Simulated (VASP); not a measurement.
# Sb (Fd-3m) in VASP: notebook

Sb is run at these levels: PBE; tasks: single point, relaxation of cell and atoms.

Program: VASP 6.6.1. These are calculated values, not measurements. Logs are shortened: lines on timing, memory, paths and dates and some standing lists are left out, and cuts for length are marked.

**1. The cell of the first run**

Symmetry: Fd-3m, No. 227, cubic system. Conventional cell: a = 6.490 Å, b = 6.490 Å, c = 6.490 Å, α = 90.00°, β = 90.00°, γ = 90.00°. Within 3.7 Å of Sb (site symmetry -43m) lie 4 Sb at 2.81 Å.

**2. Single point, PBE**

File INCAR:

```
PREC = Accurate
ENCUT = 520
EDIFF = 1E-7
ISMEAR = 0
SIGMA = 0.1
LREAL = False
LASPH = True
NELM = 100
ALGO = Normal
ISIF = 2
LWAVE = False
LCHARG = False
GGA = PE
NBANDS = 12
```

File KPOINTS:

```
Automatic mesh
0
Gamma
  6 6 6
```

File POSCAR:

```
Sb
1.0
    0.0000000000      3.2448122108      3.2448122108
    3.2448122108      0.0000000000      3.2448122108
    3.2448122108      3.2448122108      0.0000000000
Sb
2
Direct
    0.5000000000      0.5000000000      0.5000000000
    0.7500000000      0.7500000000      0.7500000000
```

Potentials or basis: VASP PAW PBE potentials, release 64 (Sb).

On the command line:

```
$ cat potpaw_PBE.64/Sb/POTCAR > POTCAR
$ mpirun -np 1 vasp_std > vasp.out
```

OUTCAR:

```text
PREC = Accurate
   ENCUT = 520
   EDIFF = 1E-7
   ISMEAR = 0
   LREAL = False
   LASPH = True
   NELM = 100
   ISIF = 2
   GGA = PE

 ion  position               nearest neighbor table
   1  0.500  0.500  0.500-   2 2.81   2 2.81   2 2.81   2 2.81
   2  0.750  0.750  0.750-   1 2.81   1 2.81   1 2.81   1 2.81

  LATTYP: Found a face centered cubic cell.
 ALAT       =     6.4896244216

  Lattice vectors:

 A1 = (   0.0000000000,   3.2448122108,   3.2448122108)
 A2 = (   3.2448122108,   0.0000000000,   3.2448122108)
 A3 = (   3.2448122108,   3.2448122108,   0.0000000000)

Analysis of symmetry for initial positions (statically):
=====================================================================
 Subroutine PRICEL returns:
 Original cell was already a primitive cell.

 Routine SETGRP: Setting up the symmetry group for a
 face centered cubic supercell.

 Subroutine GETGRP returns: Found 48 space group operations
 (whereof 24 operations were pure point group operations)
 out of a pool of 48 trial point group operations.

The static configuration has the point symmetry T_d .
 The point group associated with its full space group is O_h .

Analysis of symmetry for dynamics (positions and initial velocities):
=====================================================================
 Subroutine PRICEL returns:
 Original cell was already a primitive cell.

 Routine SETGRP: Setting up the symmetry group for a
 face centered cubic supercell.

 Subroutine GETGRP returns: Found 48 space group operations
 (whereof 24 operations were pure point group operations)
 out of a pool of 48 trial point group operations.

The dynamic configuration has the point symmetry T_d .
 The point group associated with its full space group is O_h .

 Subroutine INISYM returns: Found 48 space group operations
 (whereof 24 operations are pure point group operations),
 and found     1 'primitive' translations

----------------------------------------------------------------------------------------

                                     Primitive cell

  volume of cell :      68.3280

  direct lattice vectors                    reciprocal lattice vectors
     0.000000000  3.244812211  3.244812211    -0.154092122  0.154092122  0.154092122
     3.244812211  0.000000000  3.244812211     0.154092122 -0.154092122  0.154092122
     3.244812211  3.244812211  0.000000000     0.154092122  0.154092122 -0.154092122

  length of vectors
     4.588857436  4.588857436  4.588857436     0.266895385  0.266895385  0.266895385

  position of ions in fractional coordinates (direct lattice)
     0.500000000  0.500000000  0.500000000
     0.750000000  0.750000000  0.750000000

  ion indices of the primitive-cell ions
   primitive index   ion index
                 1           1
                 2           2

----------------------------------------------------------------------------------------

 KPOINTS: Automatic mesh

Automatic generation of k-mesh.
 Grid dimensions read from file:
 generate k-points for:    6    6    6

 Generating k-lattice:

  Cartesian coordinates                     Fractional coordinates (reciprocal lattice)
    -0.025682020  0.025682020  0.025682020     0.166666667  0.000000000  0.000000000
     0.025682020 -0.025682020  0.025682020     0.000000000  0.166666667  0.000000000
     0.025682020  0.025682020 -0.025682020     0.000000000  0.000000000  0.166666667

  Length of vectors
     0.044482564  0.044482564  0.044482564

  Shift w.r.t. Gamma in fractional coordinates (k-lattice)
     0.000000000  0.000000000  0.000000000

 Subroutine IBZKPT returns following result:
 ===========================================

 Found     16 irreducible k-points:

 Following reciprocal coordinates:
            Coordinates               Weight
  0.000000  0.000000  0.000000      1.000000
  0.166667  0.000000  0.000000      8.000000
  0.333333  0.000000  0.000000      8.000000
  0.500000  0.000000  0.000000      4.000000
  0.166667  0.166667  0.000000      6.000000
  0.333333  0.166667  0.000000     24.000000
[... 8 lines left out ...]
 -0.333333  0.333333  0.166667     24.000000
 -0.333333  0.500000  0.166667     12.000000
   k-points           NKPTS =     16   k-points in BZ     NKDIM =     16   number of bands    NBANDS=     12
   number of dos      NEDOS =    301   number of ions     NIONS =      2
   total plane-waves  NPLWV =  46656
   dimension x,y,z NGX =    36 NGY =   36 NGZ =   36
   dimension x,y,z NGXF=    72 NGYF=   72 NGZF=   72
   ions per type =               2
   NGX,Y,Z   is equivalent  to a cutoff of  13.04, 13.04, 13.04 a.u.
   NGXF,Y,Z  is equivalent  to a cutoff of  26.08, 26.08, 26.08 a.u.
 SYSTEM =  unknown system
   PREC   = accura    normal or accurate (medium, high low for compatibility)
   ISTART =      0    job   : 0-new  1-cont  2-samecut
   ICHARG =      2    charge: 1-file 2-atom 10-const
   ISPIN  =      1    spin polarized calculation?
   LNONCOLLINEAR =      F non collinear calculations
   LSORBIT =      F    spin-orbit coupling
   LASPH  =      T    aspherical Exc in radial PAW
   ENCUT  =  520.0 eV  38.22 Ry    6.18 a.u.   8.53  8.53  8.53*2*pi/ulx,y,z
   NELM   =    100;   NELMIN=  2; NELMDL= -5     # of ELM steps
   EDIFF  = 0.1E-06   stopping-criterion for ELM
   LREAL  =      F    real-space projection
   EDIFFG = 0.1E-05   stopping-criterion for IOM
   NSW    =      0    number of steps for IOM
   IBRION =     -1    ionic relax: 0-MD 1-quasi-New 2-CG
   NFREE  =      0    steps in history (QN), initial steepest desc. (CG)
   ISIF   =      2    stress and relaxation
   ISYM   =      2    0-nonsym 1-usesym 2-fastsym
   POTIM  = 0.5000    time-step for ionic-motion
   TEBEG  =    0.0;   TEEND  =   0.0 temperature during run
   PSTRESS=    0.0 pullay stress
   NELECT =      10.0000    total number of electrons
   NUPDOWN=      -1.0000    fix difference up-down
   EMIN   =  10.00;   EMAX   =-10.00  energy-range for DOS
   EFERMI =   0.00;   METHOD = LEGACY
   ISMEAR =     0;   SIGMA  =   0.10  broadening in eV -4-tet -1-fermi 0-gaus
   EFERMI_NEDOS =   21; number of points for ismear=-14 and -15
   IALGO  =     38    algorithm
   IMIX   =      4    mixing-type and parameters
     AMIX     =   0.40;   BMIX     =  1.00
     AMIX_MAG =   1.60;   BMIX_MAG =  1.00
  volume/ion in A,a.u.               =      34.16       230.55
  Fermi-wavevector in a.u.,A,eV,Ry     =   0.862731  1.630325 10.126875  0.744304
  Thomas-Fermi vector in A             =   1.980576
   LORBIT       =      0    0 simple, 1 ext, 2 COOP (PROOUT), +10 PAW based schemes
   GGA     = PE    functional components
   LHFCALC =     F    Hartree Fock is set to
   AEXX    =    0.0000 exact exchange contribution
   IVDW    =     0    specifies the selected vdW correction
   LEPSILON=     F    determine dielectric tensor
   LRPA    =     F    only Hartree local field effects (RPA)
 non-spin polarized calculation
 Gauss-broadening in eV      SIGMA  =   0.10
  energy-cutoff  :      520.00
  volume of cell :       68.33
 maximum number of plane-waves:      1868
 NGX is ok and might be reduce to    36
   NGX = 17   NGY = 17   NGZ = 17

 number of electron      10.0000000 magnetization

 Free energy of the ion-electron system (eV)
  ---------------------------------------------------
  ext. energy  EPLUGINS =         0.00000000
  ---------------------------------------------------
  free energy    TOTEN  =        -7.12801246 eV

  energy without entropy =       -7.11997030  energy(sigma->0) =       -7.12399138

 E-fermi :   6.3555     XC(G=0):  -8.7787

 val. band max:        6.2881178920   @ k =  -0.3333   0.3333   0.1667
 cond. band min:       6.4596279325   @ k =   0.3333   0.1667   0.0000
 fundamental gap:      0.1715100405
 Fermi energy:         6.3554530295

 k-point     1 :       0.0000    0.0000    0.0000
  band No.  band energies     occupation
      1      -6.7736      2.00000
      2       1.8664      2.00000
      3       3.9643      2.00000
      4       3.9643      2.00000
      5       3.9643      2.00000
      6       6.4632      0.12759
      7       6.4632      0.12759
      8       6.4632      0.12759
      9      10.0027      0.00000
     10      12.5431      0.00000
     11      12.5431      0.00000
     12      13.6323      0.00000

 k-point     2 :       0.1667    0.0000    0.0000
  band No.  band energies     occupation
      1      -6.5321      2.00000
      2       0.4292      2.00000
      3       3.6161      2.00000
      4       3.6161      2.00000
      5       4.2409      2.00000
      6       6.9512      0.00000
      7       6.9512      0.00000
      8       7.3154      0.00000
      9      11.0022      0.00000
     10      11.8165      0.00000
     11      11.8165      0.00000
     12      13.0738      0.00000

 k-point     3 :       0.3333    0.0000    0.0000
  band No.  band energies     occupation
      1      -5.8844      2.00000
      2      -1.5295      2.00000
      3       3.1389      2.00000
      4       3.1389      2.00000
      5       3.9552      2.00000
      6       7.5243      0.00000
      7       7.5243      0.00000
      8       9.5322      0.00000
      9      11.3263      0.00000
     10      12.1025      0.00000
     11      12.1025      0.00000
     12      14.2586      0.00000

 k-point     4 :       0.5000    0.0000    0.0000
  band No.  band energies     occupation
      1      -5.3678      2.00000
      2      -2.5248      2.00000
      3       2.9543      2.00000
      4       2.9543      2.00000
      5       3.7920      2.00000
      6       7.6423      0.00000
      7       7.6423      0.00000
      8      10.7359      0.00000
      9      12.4078      0.00000
     10      12.8816      0.00000
     11      13.4208      0.00000
     12      13.4208      0.00000

 k-point     5 :       0.1667    0.1667    0.0000
  band No.  band energies     occupation
      1      -6.4473      2.00000
      2       0.2106      2.00000
      3       3.1271      2.00000
      4       3.1271      2.00000
      5       5.4149      2.00000
      6       5.8520      2.00000
      7       7.7279      0.00000
      8       7.7279      0.00000
      9      10.7127      0.00000
     10      11.4032      0.00000
     11      12.8532      0.00000
     12      14.3203      0.00000
[... 108 lines left out ...]
      1      -3.9678      2.00000
      2      -3.9678      2.00000
      3       1.8378      2.00000
      4       1.8378      2.00000
      5       5.3396      2.00000
      6       5.3396      2.00000
      7      11.3505      0.00000
      8      11.3505      0.00000
      9      13.2030      0.00000
     10      13.2030      0.00000
     11      14.7112      0.00000
     12      14.7112      0.00000

 k-point    14 :       0.5000    0.3333    0.1667
  band No.  band energies     occupation
      1      -5.2695      2.00000
      2      -2.3728      2.00000
      3       1.5343      2.00000
      4       2.3290      2.00000
      5       6.2317      1.91981
      6       6.6890      0.00000
      7       8.4099      0.00000
      8       9.6515      0.00000
      9      11.9488      0.00000
     10      12.4668      0.00000
     11      14.2044      0.00000
     12      15.0649      0.00000

 k-point    15 :      -0.3333    0.3333    0.1667
  band No.  band energies     occupation
      1      -4.6911      2.00000
      2      -3.1495      2.00000
      3       1.2257      2.00000
      4       2.0573      2.00000
      5       6.2881      1.65904
      6       7.5268      0.00000
      7       9.0608      0.00000
      8       9.2064      0.00000
      9      11.1913      0.00000
     10      13.6700      0.00000
     11      13.8071      0.00000
     12      14.7299      0.00000

 k-point    16 :      -0.3333    0.5000    0.1667
  band No.  band energies     occupation
      1      -3.9464      2.00000
      2      -3.9464      2.00000
      3       1.5083      2.00000
      4       1.5083      2.00000
      5       6.5558      0.00460
      6       6.5558      0.00460
      7       9.5386      0.00000
      8       9.5386      0.00000
      9      12.9554      0.00000
     10      12.9554      0.00000
     11      14.6393      0.00000
     12      14.6393      0.00000

------------------------ aborting loop because EDIFF is reached ----------------------------------------

  FORCE on cell =-STRESS in cart. coord.  units (eV):
  Direction    XX          YY          ZZ          XY          YZ          ZX
  --------------------------------------------------------------------------------------
  -------------------------------------------------------------------------------------
  Total        5.0840513      5.0840513      5.0840513     -0.0000000      0.0000000      0.0000000
  in kB      119.2125024    119.2125024    119.2125024     -0.0000000      0.0000000      0.0000000
  external PRESSURE =     119.2125024 kB  Pullay stress =       0.0000000 kB

 VOLUME and BASIS-vectors are now :
 -----------------------------------------------------------------------------
  energy-cutoff  :      520.00
  volume of cell :       68.33
      direct lattice vectors                 reciprocal lattice vectors
     0.000000000  3.244812211  3.244812211    -0.154092122  0.154092122  0.154092122
     3.244812211  0.000000000  3.244812211     0.154092122 -0.154092122  0.154092122
     3.244812211  3.244812211  0.000000000     0.154092122  0.154092122 -0.154092122

 POSITION                                       TOTAL-FORCE (eV/Angst)
 -----------------------------------------------------------------------------------
      3.24481      3.24481      3.24481        -0.000000     -0.000000      0.000000
      4.86722      4.86722      4.86722         0.000000      0.000000      0.000000
 -----------------------------------------------------------------------------------
    total drift:                                0.000000      0.000000      0.000000

  FREE ENERGIE OF THE ION-ELECTRON SYSTEM (eV)
  ---------------------------------------------------
  free  energy   TOTEN  =        -7.1280124553 eV

  energy  without entropy=       -7.1199703037  energy(sigma->0) =       -7.12399138
```

Run time: 15 s. Hardware: 1 thread of Intel Xeon Platinum 8375C at 2.90GHz (Ice Lake), shared host; peak memory 0.2 GiB.

What came out:

| Item | Value |
| --- | --- |
| Free energy | -7.1280 eV |
| Pressure | 11.9 GPa |
| Band gap on the k mesh | zero (band 5 reaches 6.56 eV, above the bottom of band 6 at 5.34 eV) |

Caveat: spin-orbit coupling is left out, which moves the levels of the heavy elements.

**3. Single point, PBE**

This run uses another cell than the first one, of 41.75 Å³/atom, 1.222 times its volume.

File INCAR:

```
SYSTEM = Sb
PREC = Accurate
ENCUT = 520
EDIFF = 1E-6
ISMEAR = 0
SIGMA = 0.1
LREAL = .False.
LASPH = .True.
NELM = 60
ALGO = Normal
ISIF = 2
LWAVE = .False.
LCHARG = .False.
GGA = PE
NBANDS = 12
```

File KPOINTS:

```
Automatic mesh
0
Gamma
  4 4 4
  0 0 0
```

File POSCAR:

```
Sb
1.0
    0.0000000000      3.4691335941      3.4691335941
    3.4691335941      0.0000000000      3.4691335941
    3.4691335941      3.4691335941      0.0000000000
Sb
2
Direct
    0.5000000000      0.5000000000      0.5000000000
    0.7500000000      0.7500000000      0.7500000000
```

Potentials or basis: VASP PAW PBE potentials, release 64 (Sb).

On the command line:

```
$ cat potpaw_PBE.64/Sb/POTCAR > POTCAR
$ mpirun -np 1 vasp_std > vasp.out
```

It took 10 s on 1 thread of AMD EPYC 7R43 (Zen 3), shared host; peak memory 0.15 GiB.

The run converged. Its results:

```yaml
Free_energy: -7.7976 eV
Pressure: 0.0 GPa
Band_gap_on_the_k_mesh: zero (band 5 reaches 4.85 eV, above the bottom of band 6 at 3.58 eV)
```

Levels at points of the mesh, in eV from the Fermi level:
```
           k point  band 2  band 3  band 4  band 5  band 6  band 7  band 8  band 9
(0.00, 0.00, 0.00)   -5.03   -1.52   -1.52   -1.52    0.79    0.79    0.79    4.22
(0.50, 0.00, 0.00)   -7.81   -2.31   -2.31   -1.97    1.84    1.84    4.33    5.89
(0.50, 0.50, 0.00)   -9.09   -3.17   -3.17   -0.20   -0.20    4.50    4.50    6.47
```

Caveat: the k points lie up to 0.39 Å⁻¹ apart; spin-orbit coupling is left out, which moves the levels of the heavy elements.

(Part 1 of 2 ends here.)
